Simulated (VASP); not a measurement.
# MgSc2C2 (P-3m1) in VASP: relaxation of cell and atoms with PBE

Aim: the relaxation of cell and atoms of MgSc2C2 with PBE.

All numbers are computed with VASP 6.6.1; they aren't measurements. Logs are shortened: lines on timing, memory, paths and dates and some standing lists are left out, and cuts for length are marked.

**1. The cell of the first run**

Symmetry: P-3m1, No. 164, trigonal system. The conventional cell has a = 3.966 Å, b = 3.966 Å, c = 4.948 Å, α = 90.00°, β = 90.00°, γ = 120.00°. Within 3.4 Å of Mg (site symmetry -3m) lie 6 C at 2.56 Å and 6 Sc at 2.70 Å. Within 3.1 Å of Sc (site symmetry 3m) lie 5 C at 2.31 to 2.58 Å and 3 Mg at 2.70 Å and 3 Sc at 3.09 Å. Within 3.0 Å of C (site symmetry 3m) lie 5 Sc at 2.31 to 2.58 Å and 3 Mg at 2.56 Å.

The cell was generated, and may not be a known phase.

**2. Relaxation of cell and atoms, PBE**

INCAR

```
ALGO     = Normal         # electronic algorithm
EDIFF    = 1E-7           # SCF threshold, eV
EDIFFG   = -0.01          # ionic threshold
ENCUT    = 600            # plane-wave cutoff, eV
GGA      = PE             # functional
IBRION   = 2              # ionic algorithm
ISIF     = 3              # what is computed and relaxed
ISMEAR   = 0              # smearing method
LASPH    = T              # aspherical terms in the spheres
LCHARG   = F              # write CHGCAR
LREAL    = F              # projectors in reciprocal space
LWAVE    = F              # write WAVECAR
NELM     = 100            # most SCF steps
NSW      = 100            # ionic steps
PREC     = Accurate       # precision mode
SIGMA    = 0.1            # smearing width, eV
```

KPOINTS

```
k-points
0
Gamma
  12 12 8
```

POSCAR

```
MgSc2C2
1.0
    3.9655079835      0.0000000000      0.0000000000
   -1.9827539918      3.4342306526      0.0000000000
    0.0000000000      0.0000000000      4.9475391267
Mg Sc C
1 2 2
Direct
    0.0000000000      0.0000000000      0.0000000000
    0.3333333333      0.6666666667      0.7098071132
    0.6666666667      0.3333333333      0.2901928868
    0.3333333333      0.6666666667      0.2320665078
    0.6666666667      0.3333333333      0.7679334922
```

Potentials or basis: VASP PAW PBE potentials, release 64 (Mg, Sc_sv, C).

Command:

```sh
cat potpaw_PBE.64/Mg/POTCAR potpaw_PBE.64/Sc_sv/POTCAR potpaw_PBE.64/C/POTCAR > POTCAR
mpirun -np 1 vasp_std > vasp.out
```

OUTCAR:

```text
EDIFF = 1E-7
   EDIFFG = -0.01
   ENCUT = 600
   GGA = PE
   IBRION = 2
   ISIF = 3
   ISMEAR = 0
   LASPH = T
   LREAL = F
   NELM = 100
   NSW = 100
   PREC = Accurate

 ion  position               nearest neighbor table
   1  0.000  0.000  0.000-   4 2.56   5 2.56   5 2.56   4 2.56   5 2.56   4 2.56   2 2.70   3 2.70
                             2 2.70   3 2.70   3 2.70   2 2.70
   2  0.333  0.667  0.710-   5 2.31   5 2.31   5 2.31   4 2.36   4 2.58   1 2.70   1 2.70   1 2.70
                             3 3.09   3 3.09   3 3.09
   3  0.667  0.333  0.290-   4 2.31   4 2.31   4 2.31   5 2.36   5 2.58   1 2.70   1 2.70   1 2.70
                             2 3.09   2 3.09   2 3.09
   4  0.333  0.667  0.232-   3 2.31   3 2.31   3 2.31   2 2.36   1 2.56   1 2.56   1 2.56   2 2.58

   5  0.667  0.333  0.768-   2 2.31   2 2.31   2 2.31   3 2.36   1 2.56   1 2.56   1 2.56   3 2.58

  LATTYP: Found a hexagonal cell.
 ALAT       =     3.9655079835
 C/A-ratio  =     1.2476432143

  Lattice vectors:

 A1 = (   3.9655079835,   0.0000000000,   0.0000000000)
 A2 = (  -1.9827539918,   3.4342306526,   0.0000000000)
 A3 = (   0.0000000000,   0.0000000000,   4.9475391267)

Analysis of symmetry for initial positions (statically):
=====================================================================
 Subroutine PRICEL returns:
 Original cell was already a primitive cell.

 Routine SETGRP: Setting up the symmetry group for a
 hexagonal supercell.

 Subroutine GETGRP returns: Found 12 space group operations
 (whereof 12 operations were pure point group operations)
 out of a pool of 24 trial point group operations.

The static configuration has the point symmetry D_3d.

Analysis of symmetry for dynamics (positions and initial velocities):
=====================================================================
 Subroutine PRICEL returns:
 Original cell was already a primitive cell.

 Routine SETGRP: Setting up the symmetry group for a
 hexagonal supercell.

 Subroutine GETGRP returns: Found 12 space group operations
 (whereof 12 operations were pure point group operations)
 out of a pool of 24 trial point group operations.

The dynamic configuration has the point symmetry D_3d.

 Subroutine INISYM returns: Found 12 space group operations
 (whereof 12 operations are pure point group operations),
 and found     1 'primitive' translations

----------------------------------------------------------------------------------------

                                     Primitive cell

  volume of cell :      67.3779

  direct lattice vectors                    reciprocal lattice vectors
     3.965507984  0.000000000  0.000000000     0.252174502  0.145593016  0.000000000
    -1.982753992  3.434230653  0.000000000     0.000000000  0.291186033  0.000000000
     0.000000000  0.000000000  4.947539127     0.000000000  0.000000000  0.202120686

  length of vectors
     3.965507984  3.965507984  4.947539127     0.291186033  0.291186033  0.202120686

  position of ions in fractional coordinates (direct lattice)
     0.000000000  0.000000000  0.000000000
     0.333333333  0.666666667  0.709807113
     0.666666667  0.333333333  0.290192887
     0.333333333  0.666666667  0.232066508
     0.666666667  0.333333333  0.767933492

  ion indices of the primitive-cell ions
   primitive index   ion index
                 1           1
                 2           2
                 3           3
                 4           4
                 5           5

----------------------------------------------------------------------------------------

 KPOINTS: k-points

Automatic generation of k-mesh.
 Grid dimensions read from file:
 generate k-points for:   12   12    8

 Generating k-lattice:

  Cartesian coordinates                     Fractional coordinates (reciprocal lattice)
     0.021014542  0.012132751  0.000000000     0.083333333  0.000000000  0.000000000
     0.000000000  0.024265503  0.000000000     0.000000000  0.083333333  0.000000000
     0.000000000  0.000000000  0.025265086     0.000000000  0.000000000  0.125000000

  Length of vectors
     0.024265503  0.024265503  0.025265086

  Shift w.r.t. Gamma in fractional coordinates (k-lattice)
     0.000000000  0.000000000  0.000000000

 Subroutine IBZKPT returns following result:
 ===========================================

 Found    131 irreducible k-points:

 Following reciprocal coordinates:
            Coordinates               Weight
  0.000000  0.000000  0.000000      1.000000
  0.083333 -0.000000  0.000000      6.000000
  0.166667 -0.000000  0.000000      6.000000
  0.250000 -0.000000  0.000000      6.000000
  0.333333 -0.000000  0.000000      6.000000
  0.416667 -0.000000  0.000000      6.000000
[... 16 lines left out ...]
  0.166667 -0.000000  0.125000      6.000000
  0.000000  0.166667  0.125000      6.000000
 [... further k-points ...]
   k-points           NKPTS =    131   k-points in BZ     NKDIM =    131   number of bands    NBANDS=     20
   number of dos      NEDOS =    301   number of ions     NIONS =      5
   total plane-waves  NPLWV =  40960
   dimension x,y,z NGX =    32 NGY =   32 NGZ =   40
   dimension x,y,z NGXF=    64 NGYF=   64 NGZF=   80
   ions per type =               1   2   2
   NGX,Y,Z   is equivalent  to a cutoff of  13.42, 13.42, 13.44 a.u.
   NGXF,Y,Z  is equivalent  to a cutoff of  26.83, 26.83, 26.88 a.u.
 SYSTEM =  unknown system
   PREC   = accura    normal or accurate (medium, high low for compatibility)
   ISTART =      0    job   : 0-new  1-cont  2-samecut
   ICHARG =      2    charge: 1-file 2-atom 10-const
   ISPIN  =      1    spin polarized calculation?
   LNONCOLLINEAR =      F non collinear calculations
   LSORBIT =      F    spin-orbit coupling
   LASPH  =      T    aspherical Exc in radial PAW
   ENCUT  =  600.0 eV  44.10 Ry    6.64 a.u.   7.92  7.92  9.88*2*pi/ulx,y,z
   NELM   =    100;   NELMIN=  2; NELMDL= -5     # of ELM steps
   EDIFF  = 0.1E-06   stopping-criterion for ELM
   LREAL  =      F    real-space projection
   EDIFFG = -.1E-01   stopping-criterion for IOM
   NSW    =    100    number of steps for IOM
   IBRION =      2    ionic relax: 0-MD 1-quasi-New 2-CG
   NFREE  =      1    steps in history (QN), initial steepest desc. (CG)
   ISIF   =      3    stress and relaxation
   ISYM   =      2    0-nonsym 1-usesym 2-fastsym
   POTIM  = 0.5000    time-step for ionic-motion
   TEBEG  =    0.0;   TEEND  =   0.0 temperature during run
   PSTRESS=    0.0 pullay stress
   NELECT =      32.0000    total number of electrons
   NUPDOWN=      -1.0000    fix difference up-down
   EMIN   =  10.00;   EMAX   =-10.00  energy-range for DOS
   EFERMI =   0.00;   METHOD = LEGACY
   ISMEAR =     0;   SIGMA  =   0.10  broadening in eV -4-tet -1-fermi 0-gaus
   EFERMI_NEDOS =   21; number of points for ismear=-14 and -15
   IALGO  =     38    algorithm
   IMIX   =      4    mixing-type and parameters
     AMIX     =   0.40;   BMIX     =  1.00
     AMIX_MAG =   1.60;   BMIX_MAG =  1.00
  volume/ion in A,a.u.               =      13.48        90.94
  Fermi-wavevector in a.u.,A,eV,Ry     =   1.277279  2.413707 22.197098  1.631441
  Thomas-Fermi vector in A             =   2.409887
   LORBIT       =      0    0 simple, 1 ext, 2 COOP (PROOUT), +10 PAW based schemes
   GGA     = PE    functional components
   LHFCALC =     F    Hartree Fock is set to
   AEXX    =    0.0000 exact exchange contribution
   IVDW    =     0    specifies the selected vdW correction
   LEPSILON=     F    determine dielectric tensor
   LRPA    =     F    only Hartree local field effects (RPA)
 conjugate gradient relaxation of ions
 non-spin polarized calculation
 Gauss-broadening in eV      SIGMA  =   0.10
  energy-cutoff  :      600.00
  volume of cell :       67.38
 maximum number of plane-waves:      2270
   NGX = 15   NGY = 15   NGZ = 19

--------------------------------------- Ionic step        1  -------------------------------------------

 number of electron      31.9999998 magnetization

 Free energy of the ion-electron system (eV)
  ---------------------------------------------------
  ext. energy  EPLUGINS =         0.00000000
  ---------------------------------------------------
  free energy    TOTEN  =       -33.05602429 eV

  energy without entropy =      -33.05458297  energy(sigma->0) =      -33.05530363

------------------------ aborting loop because EDIFF is reached ----------------------------------------

  FORCE on cell =-STRESS in cart. coord.  units (eV):
  Direction    XX          YY          ZZ          XY          YZ          ZX
  --------------------------------------------------------------------------------------
  -------------------------------------------------------------------------------------
  Total        0.1905843      0.1905843      0.1332599     -0.0000000     -0.0000000      0.0000000
  in kB        4.5318997      4.5318997      3.1687838     -0.0000000     -0.0000000      0.0000000
  external PRESSURE =       4.0775277 kB  Pullay stress =       0.0000000 kB
[... 63 lines left out ...]
  energy  without entropy=      -33.0548090191  energy(sigma->0) =      -33.05552966

--------------------------------------- Ionic step        3  -------------------------------------------

 number of electron      31.9999998 magnetization

 Free energy of the ion-electron system (eV)
  ---------------------------------------------------
  ext. energy  EPLUGINS =         0.00000000
  ---------------------------------------------------
  free energy    TOTEN  =       -33.05633155 eV

  energy without entropy =      -33.05489020  energy(sigma->0) =      -33.05561088

 E-fermi :   5.2726     XC(G=0): -10.9002

 val. band max:        5.2396249692   @ k =   0.0833   0.0833   0.0000
 cond. band min:       5.2788066280   @ k =   0.2500   0.2500   0.0000
 fundamental gap:      0.0391816587
 Fermi energy:         5.2725888406

 k-point     1 :       0.0000    0.0000    0.0000
  band No.  band energies     occupation
      1     -43.7262      2.00000
      2     -43.6579      2.00000
      3     -22.4927      2.00000
      4     -22.4510      2.00000
      5     -22.4510      2.00000
      6     -22.3284      2.00000
[... 12 lines left out ...]
     19       6.5892      0.00000
[... 513 lines left out ...]
      4     -22.4590      2.00000
      5     -22.4566      2.00000
      6     -22.3434      2.00000
[... 12 lines left out ...]
     19       7.6793      0.00000
     20       8.3346      0.00000

 [... further k-points ...]
[... 5 lines left out ...]
  --------------------------------------------------------------------------------------
  -------------------------------------------------------------------------------------
  Total        0.0006265      0.0006265     -0.0196166     -0.0000000     -0.0000000      0.0000000
  in kB        0.0148481      0.0148481     -0.4649385     -0.0000000     -0.0000000      0.0000000
  external PRESSURE =      -0.1450807 kB  Pullay stress =       0.0000000 kB
[... 20 lines left out ...]
  FREE ENERGIE OF THE ION-ELECTRON SYSTEM (eV)
  ---------------------------------------------------
  free  energy   TOTEN  =       -33.0563315518 eV

  energy  without entropy=      -33.0548902038  energy(sigma->0) =      -33.05561088

 reached required accuracy - stopping structural energy minimisation
```

It took 3.2 min on 1 thread of Intel Xeon 6975P-C (Granite Rapids), shared host; peak memory 0.37 GiB.

Results:

```
Free energy                           : -33.0563 eV
Relaxed volume                        : 13.52 Å³/atom
Relaxed cell                          : a = 3.970 Å, b = 3.970 Å, c = 4.952 Å, α = 90.00°, β = 90.00°, γ = 120.00°
Space group after relaxing (to 0.1 Å) : P-3m1 (No. 164)
Energy gained by relaxing             : 0.1 meV/atom
Ionic steps                           : 3
Pressure after relaxing               : 0.0 GPa
Largest force after relaxing          : 0.008 eV/Å
Band gap on the k mesh                : zero (bands 16 and 17 overlap by 1.14 eV)
```

Forces in eV/Å, atoms in the order of the input:
```
Mg   0.000  0.000  0.000
Sc   0.000  0.000 -0.005
Sc   0.000  0.000  0.005
C    0.000  0.000 -0.008
C    0.000  0.000  0.008
```

The path:
| step | energy change (eV) | largest force (eV/Å) | pressure (GPa) | volume (Å³) |
| --- | --- | --- | --- | --- |
| 1 | 0.0000 | 0.0230 | 0.41 | 67.38 |
| 2 | -0.0002 | 0.0023 | -0.23 | 67.71 |
| 3 | -0.0003 | 0.0081 | -0.01 | 67.60 |

Final structure:
```xyz
5
Lattice="3.9703 0.0000 0.0000 -1.9852 3.4384 0.0000 0.0000 0.0000 4.9517" Properties=species:S:1:pos:R:3 pbc="T T T"
Mg    0.0000    0.0000    0.0000
Sc    0.0000    2.2923    3.5145
Sc    1.9852    1.1461    1.4373
C     0.0000    2.2923    1.1484
C     1.9852    1.1461    3.8033
```

The gap in the log of VASP goes by the Fermi energy; the results here count the filled bands.